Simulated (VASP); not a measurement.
Wanted: the native input for a VASP 6.6.1 run.

```yaml
Task: relaxation of cell and atoms
Functional: PBE
Potentials_or_basis: VASP PAW PBE potentials, release 64 (Cd)
Cutoff: 600 eV
k_mesh: 17 × 17 × 17
Occupations: fermi-dirac, width 0.1 eV
Spin: no spin polarisation
Target_pressure: 48 GPa
Dipole_correction: no
Further_INCAR_settings: ALGO = Normal; EDIFF = 1e-06; IBRION = 2; EDIFFG = -0.005; NSW = 32; ISIF = 3
```

The structure of Cd lies in POSCAR:

```
Cd
1.0
   -1.5767539585      1.5767539585      1.5767539585
    1.5767539585     -1.5767539585      1.5767539585
    1.5767539585      1.5767539585     -1.5767539585
Cd
1
Direct
    0.0000000000      0.0000000000      0.0000000000
```

These files were run (other wordings do the same):

INCAR

```
PREC = Accurate
ENCUT = 600
EDIFF = 1E-6
ISMEAR = -1
SIGMA = 0.1
LREAL = False
LASPH = True
NELM = 60
ALGO = Normal
ISIF = 3
LWAVE = False
LCHARG = False
GGA = PE
IBRION = 2
NSW = 32
EDIFFG = -0.005
PSTRESS = 480.0
```

KPOINTS

```
regular mesh
0
Gamma
  17 17 17
```

Potentials or basis: VASP PAW PBE potentials, release 64 (Cd).

Command:

```bash
$ cat potpaw_PBE.64/Cd/POTCAR > POTCAR
$ mpirun -np 1 vasp_std > vasp.out
```

It gave:

```
Relaxed volume                                         : 15.76 Å³/atom
Relaxed cell                                           : a = 2.736 Å, b = 2.736 Å, c = 2.736 Å, α = 109.47°, β = 109.47°, γ = 109.47°
Space group after relaxing (to 0.05 Å)                 : Im-3m (No. 229)
Energy change on relaxing (the enthalpy is what falls) : -24.7 meV/atom
Ionic steps                                            : 3
Pressure after relaxing                                : 48.0 GPa
Band gap on the k mesh                                 : zero (band 6 reaches 9.26 eV, above the bottom of band 7 at 5.79 eV)
```

Caveat: the cell is relaxed towards a set pressure, so the enthalpy falls and the energy may rise.

It took 19 s on 1 thread of Intel(R) Xeon(R) 6975P-C (Granite Rapids), on a shared host, peak memory 0.17 GiB.
